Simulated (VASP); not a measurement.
Input of a VASP 6.6.1 run:

POSCAR

```
Al2O3
1.0
    2.8843249483      0.0000000000      0.0000000000
   -1.4421624742      2.4978986780      0.0000000000
    0.0000000000      0.0000000000      9.3367544600
Al O
2 3
Direct
    0.0000000000      0.0000000000      0.8500076700
    0.0000000000      0.0000000000      0.1499923300
    0.3333333333      0.6666666667      0.7776830800
    0.6666666667      0.3333333333      0.0000000000
    0.3333333333      0.6666666667      0.2223169200
```

INCAR.step1

```
SYSTEM = Al2O3
  PREC = Accurate
  ENCUT = 520
  ISMEAR = 0
  SIGMA = 0.01
  LREAL = .False.
  LASPH = .True.
  NELM = 80
  NBANDS = 20
  GGA = PE
  ALGO = Normal
  EDIFF = 1E-4
  LWAVE = .True.
  LCHARG = .False.
```

Contents of INCAR.step2:

```
SYSTEM = Al2O3
  PREC = Accurate
  ENCUT = 520
  EDIFF = 1E-6
  ISMEAR = 0
  SIGMA = 0.01
  LREAL = .False.
  LASPH = .True.
  NELM = 80
  ALGO = Normal
  ISIF = 2
  LWAVE = .False.
  LCHARG = .False.
  METAGGA = R2SCAN
  LMIXTAU = .True.
  NBANDS = 20
  ISTART = 1
```

The input KPOINTS:

```
regular mesh
0
Gamma
  12 12 4
  0 0 0
```

Potentials or basis: VASP PAW PBE potentials, release 64 (Al, O).

Command:

```console
$ cat potpaw_PBE.64/Al/POTCAR potpaw_PBE.64/O/POTCAR > POTCAR
$ cp INCAR.step1 INCAR
$ mpirun -np 1 vasp_std > vasp.out
$ cp INCAR.step2 INCAR
$ mpirun -np 1 vasp_std > vasp.out
```

Problem. What does it give for the pressure?

Solution. -4.7 GPa.

Problem. Predict the largest force.

Solution. 0.435 eV/Å.

Problem. Predict the band gap on the k mesh.

Solution. 5.60 eV (least direct gap 5.83 eV).

Forces on the atoms (eV/Å):
```
Al   0.000  0.000 -0.148
Al   0.000  0.000  0.148
O    0.000  0.000  0.435
O    0.000  0.000  0.000
O    0.000  0.000 -0.435
```

Caveat: the cell stands under tension; the PAW data sets were made with another functional, which shifts forces and pressure a little. A k mesh can miss the band edges.
